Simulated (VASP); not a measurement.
Write the native input for VASP 6.6.1 that does the following.

```
Task                   : single point
Functional             : BLYP
Potentials or basis    : VASP PAW PBE potentials, release 64 (Tl_d)
Cutoff                 : 520 eV
k mesh                 : 17 × 17 × 17
Occupations            : fermi-dirac, width 0.1 eV
Spin                   : no spin polarisation
Dipole correction      : no
Further INCAR settings : ALGO = Normal; EDIFF = 1e-06; NBANDS = 12
```

The structure of Tl lies in POSCAR:

```
Tl
1.0
    0.0000000000      2.6062140319      2.6062140319
    2.6062140319      0.0000000000      2.6062140319
    2.6062140319      2.6062140319      0.0000000000
Tl
1
Direct
    0.0000000000      0.0000000000      0.0000000000
```

One way to write it, as run:

INCAR

```
AGGAC = 1.0
AGGAX = 1.0
ALDAC = 0.0
ALDAX = 1.0
ALGO = Normal
EDIFF = 1E-6
ENCUT = 520
GGA = B5
ISIF = 2
ISMEAR = -1
LASPH = T
LCHARG = F
LREAL = F
LWAVE = F
NBANDS = 12
NELM = 100
PREC = Accurate
SIGMA = 0.1
```

KPOINTS

```
k-points
0
Gamma
  17 17 17
```

Potentials or basis: VASP PAW PBE potentials, release 64 (Tl_d).

The run is started by

```console
$ cat potpaw_PBE.64/Tl_d/POTCAR > POTCAR
$ mpirun -np 1 vasp_std > vasp.out
```

It gave:

```
Pressure : 0.0 GPa
```

Caveat: the PAW data sets were made with another functional, which shifts forces and pressure a little.

It took 32 s on 1 thread of Intel(R) Xeon(R) Platinum 8488C (Sapphire Rapids), on a shared host, peak memory 0.19 GiB.
